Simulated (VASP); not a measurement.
BeH:

```
Be H
1.0
     2.63626    0.00000    0.00000
    -1.31813    2.28307    0.00000
     0.00000    0.00000    3.73254
Be H
2 2
Direct
  0.33333 0.66667 0.25000
  0.66667 0.33333 0.75000
  0.00000 0.00000 0.50000
  0.00000 0.00000 0.00000
```

| Property | Result |
| --- | --- |
| Program | VASP 6.6.1 |
| Task | relaxation of cell and atoms |
| Functional | PBE |
| Potentials or basis | VASP PAW PBE potentials, release 64 (Be, H) |
| Cutoff | 600 eV |
| k mesh | 18 × 18 × 10 |
| Occupations | gaussian, width 0.1 eV |
| Spin | no spin polarisation |

At the start: pressure 0.0 GPa; volume 5.62 Å³/atom.

**Question.** How do energy, volume and symmetry change on relaxing?

**Answer.** Over 3 steps the energy falls by 4.1 meV/atom; space group P6_3/mmc (No. 194, to 0.1 Å) before and after.

Step by step:
| step | energy change (eV) | largest force (eV/Å) | pressure (GPa) | volume (Å³) |
| --- | --- | --- | --- | --- |
| 1 | 0.0000 | 0.0000 | 0.03 | 22.47 |
| 2 | -0.0056 | 0.0000 | 0.09 | 22.47 |
| 3 | -0.0166 | 0.0000 | 0.33 | 22.47 |

Final structure:
```yaml
crystal:
  lattice:
    - [2.67421, 0.00000, 0.00000]
    - [-1.33710, 2.31593, 0.00000]
    - [0.00000, 0.00000, 3.62765]
  atoms:
    - { symbol: Be, position: [0.33333, 0.66667, 0.25000] }
    - { symbol: Be, position: [0.66667, 0.33333, 0.75000] }
    - { symbol: H, position: [0.00000, 0.00000, 0.50000] }
    - { symbol: H, position: [0.00000, 0.00000, 0.00000] }
```
